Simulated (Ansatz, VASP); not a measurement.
CsSnI3 in VASP and in Ansatz

INCAR

```
SYSTEM = CsSnI3
ALGO = Normal
EDIFF = 1E-7
ENCUT = 520
GGA = PS
ISIF = 2
ISMEAR = 0
LASPH = .True.
LCHARG = .True.
LELF = .True.
LREAL = .False.
LVHAR = .True.
LWAVE = .False.
NBANDS = 30
NELM = 100
PREC = Accurate
SIGMA = 0.01
```

KPOINTS

```
k-points
0
Gamma
  6 6 6
  0 0 0
```

Contents of POSCAR:

```
CsSnI3
1.0
    6.5021156810      0.0000000000      0.0000000000
    0.0000000000      6.5021156810      0.0000000000
    0.0000000000      0.0000000000      6.5021156810
Cs Sn I
1 1 3
Direct
    0.0000000000      0.0000000000      0.0000000000
    0.5000000000      0.5000000000      0.5000000000
    0.0000000000      0.5000000000      0.5000000000
    0.5000000000      0.0000000000      0.5000000000
    0.5000000000      0.5000000000      0.0000000000
```

Input for Ansatz:

```yaml
crystal:
  lattice:
    - [6.502115681, 0.0, 0.0]
    - [0.0, 6.502115681, 0.0]
    - [0.0, 0.0, 6.502115681]
  atoms:
    - { symbol: Cs, position: [0.0, 0.0, 0.0] }
    - { symbol: Sn, position: [0.5, 0.5, 0.5] }
    - { symbol: I, position: [0.0, 0.5, 0.5] }
    - { symbol: I, position: [0.5, 0.0, 0.5] }
    - { symbol: I, position: [0.5, 0.5, 0.0] }
basis:
  ecutwfc: 420
kpoints:
  mp_grid: { grid: [6, 6, 6] }
hamiltonian:
  xc: pbesol
scf:
  occupations: { method: gaussian, width: 0.01 }
output:
  forces: true
  stress: true
  eigenvalues: true
```

Change from the starting cell: equal strain along all axes, cell held, atoms relaxed: +6.0 %.

Alike in both runs: task single point; functional PBEsol; k mesh 6 × 6 × 6; occupations gaussian, width 0.01 eV; no spin polarisation.

|  | VASP | Ansatz |
| --- | --- | --- |
| version | VASP 6.6.1 | Ansatz 0.2.0 |
| potentials or method | VASP PAW PBE potentials, release 64 (Cs_sv, Sn_d, I), cutoff 520 eV | scalar-relativistic, plane waves, PAW |
| valence electrons in the cell | 44 | 74 |

|  | VASP | Ansatz | Ansatz less VASP |
| --- | --- | --- | --- |
| gap on the k mesh at the Fermi level (eV) | 0.80 | 0.80 | +0.007 |
| least direct gap on the mesh (eV) | 0.80 | 0.80 | +0.007 |
| pressure (GPa) | -2.1 | -2.1 | 0.00 |

VASP's potentials were made for PBE, not for PBEsol. The functional is the same, so the differences come from potentials, cutoffs and numerics. VASP's potentials hold 44 valence electrons a cell and Ansatz's 74, so a difference there can come from the potentials and not from the codes.

Spin-orbit coupling is off throughout.
